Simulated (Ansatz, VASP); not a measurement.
# One calculation of Ni, two programs

```
Ni
1.0
     2.48939    0.00000    0.00000
     0.00000    2.48939    0.00000
     0.00000    0.00000   18.17820
Ni
4
Cartesian
  0.6223 0.6223 6.5000
  1.8670 1.8670 8.1953
  0.6223 0.6223 9.9829
  1.8670 1.8670 11.6782
```

Alike in both runs: task single point; functional PBE; k mesh 16 × 16 × 1; occupations fermi-dirac, width 0.1 eV; collinear spin.

|  | VASP | Ansatz |
| --- | --- | --- |
| version | VASP 6.6.1 | Ansatz 0.2.0 |
| potentials or method | VASP PAW PBE potentials, release 64 (Ni) | PAW with Ansatz's default frozen-core files, scalar-relativistic |
| plane-wave cutoff (eV) | 520 | 420 |
| valence electrons in the cell | 40 | 72 |

|  | VASP | Ansatz | Ansatz less VASP |
| --- | --- | --- | --- |
| gap on the k mesh at the Fermi level (eV) | none | none | - |
| rms of the force components (eV/Å) | 0.004 | 0.000 | -0.0037 |
| net moment per atom (μB) | 0.67 | 0.68 | +0.013 |
| size of the moment on the site where the two differ most (μB) | 0.64 | 0.69 | +0.043 |

Site moments also hang on the region over which each program counts them. Atom by atom the forces differ by 0.004 eV/Å (rms over components). A gap of «none» marks a metal or a gap that the smearing closes. With one functional, cell and mesh, what is left measures potentials, basis and numerics. VASP's potentials hold 40 valence electrons a cell and Ansatz's 72, so a difference there can come from the potentials and not from the codes. Ansatz's warnings: vacuum density over bound, xc potential rough in thin density.
